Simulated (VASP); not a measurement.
Mg, 3 atoms in the cell. The structure is hexagonal, space group P6/mmm (No. 191). The conventional cell has a = 5.107 Å, b = 5.107 Å, c = 3.113 Å, α = 90.00°, β = 90.00°, γ = 120.00°. Mg (site symmetry 6/mmm) has 14 Mg at 3.11 to 3.33 Å within 4.1 Å. Within 3.9 Å of Mg (site symmetry -6m2) lie 11 Mg at 2.95 to 3.33 Å. This isn't the form of Mg at room conditions, which is hcp.

- Program: VASP 6.6.1
- Task: single point
- Functional: PBEsol
- Potentials or basis: VASP PAW PBE potentials, release 64 (Mg)
- Cutoff: 520 eV
- k mesh: 7 × 7 × 10
- Occupations: fermi-dirac, width 0.05 eV
- Spin: no spin polarisation
- Dipole correction: no
- Further INCAR settings: ALGO = Normal; EDIFF = 1e-07; NBANDS = 10

Potentials or basis: VASP PAW PBE potentials, release 64 (Mg).

The run is started by

```console
$ cat potpaw_PBE.64/Mg/POTCAR > POTCAR
$ mpirun -np 1 vasp_std > vasp.out
```

Hardware: 1 thread of Intel(R) Xeon(R) Platinum 8259CL CPU @ 2.50GHz (Skylake/Cascade Lake), on a shared host.

**Question.** How long does it take, and how much memory?

**Answer.** Wall time 21 s on 1 thread of Intel(R) Xeon(R) Platinum 8259CL CPU @ 2.50GHz (Skylake/Cascade Lake), with other jobs on the host, peak memory 0.19 GiB. Counts: scf iterations 11, k points 48.
